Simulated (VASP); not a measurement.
Here is a VASP 6.6.1 calculation.

File INCAR:

```
PREC     = Accurate       # precision mode
ENCUT    = 520            # plane-wave cutoff, eV
EDIFF    = 1E-6           # SCF threshold, eV
ISMEAR   = 0              # smearing method
SIGMA    = 0.1            # smearing width, eV
LREAL    = F              # projectors in reciprocal space
LASPH    = T              # aspherical terms in the spheres
NELM     = 60             # most SCF steps
ALGO     = Normal         # electronic algorithm
ISIF     = 2              # what is computed and relaxed
LWAVE    = F              # write WAVECAR
LCHARG   = F              # write CHGCAR
GGA      = PS             # functional
NBANDS   = 21             # bands
```

KPOINTS

```
Automatic mesh
0
Gamma
  14 14 8
```

The input POSCAR:

```
ZrH
1.0
    3.0741977455      0.0000000000      0.0000000000
    0.0000000000      3.0741977455      0.0000000000
    0.0000000000      0.0000000000      4.8907908236
Zr H
2 2
Direct
    0.0000000000      0.5000000000      0.0000000000
    0.5000000000      0.0000000000      0.5000000000
    0.0000000000      0.0000000000      0.7500000000
    0.0000000000      0.0000000000      0.2500000000
```

Potentials or basis: VASP PAW PBE potentials, release 64 (Zr_sv, H).

The run is started by

```bash
$ cat potpaw_PBE.64/Zr_sv/POTCAR potpaw_PBE.64/H/POTCAR > POTCAR
$ mpirun -np 1 vasp_std > vasp.out
```

Q: What does it give for the band gap on the k mesh?

A: Zero (bands 13 and 14 overlap by 0.95 eV).

Q: What does it give for the pressure?

A: 13.7 GPa.

Caveat: the cell stands under pressure; the PAW data sets were made with another functional, which shifts forces and pressure a little.
